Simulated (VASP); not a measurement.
Set up this calculation in VASP 6.6.1, as the native input.

* Task: single point
* Functional: PBE
* Dispersion: D3(BJ)
* Potentials or basis: VASP PAW PBE potentials, release 64 (S, Pt)
* Cutoff: 520 eV
* k mesh: 9 × 9 × 1
* Occupations: gaussian, width 0.05 eV
* Spin: no spin polarisation
* Dipole correction: yes
* Further INCAR settings: ALGO = Normal; EDIFF = 1e-06; NBANDS = 31

The structure of PtS2 lies in POSCAR:

```
PtS2
1.0
    3.5415277692      0.0000000000      0.0000000000
   -1.7707638846      3.0670530163      0.0000000000
    0.0000000000      0.0000000000     22.4670602589
S Pt
4 2
Direct
    0.6666666667      0.3333333333      0.2002932270
    0.3333333333      0.6666666667      0.3108341745
    0.5000000000      1.0000000000      0.4750746206
    0.1666666667      1.3333333333      0.5856155682
    0.0000000000      0.0000000000      0.2555637007
   -0.1666666667      0.6666666667      0.5303450944
```

These files were run (other wordings do the same):

INCAR

```
  PREC = Accurate
  ENCUT = 520
  EDIFF = 1E-6
  ISMEAR = 0
  SIGMA = 0.05
  LREAL = False
  LASPH = True
  NELM = 100
  ALGO = Normal
  ISIF = 2
  LWAVE = False
  LCHARG = True
  LDIPOL = True
  IDIPOL = 3
  DIPOL = 0.5 0.5 0.393
  GGA = PE
  IVDW = 12
  LELF = True
  LVHAR = True
  LVACPOTAV = True
  NBANDS = 31
```

KPOINTS

```
regular mesh
0
Gamma
  9 9 1
```

Potentials or basis: VASP PAW PBE potentials, release 64 (S, Pt).

Run with:

```bash
$ cat potpaw_PBE.64/S/POTCAR potpaw_PBE.64/Pt/POTCAR > POTCAR
$ mpirun -np 1 vasp_std > vasp.out
```

It gave:

- Largest force: 0.055 eV/Å
- Band gap on the k mesh: 1.53 eV, indirect (least direct gap 1.63 eV)
- Dispersion energy per atom: -0.309 eV

Caveat: spin-orbit coupling is left out, which moves the levels of the heavy elements.

Run time: 3.7 min on 1 thread of Intel(R) Xeon(R) 6975P-C (Granite Rapids), on a shared host, peak memory 0.44 GiB.
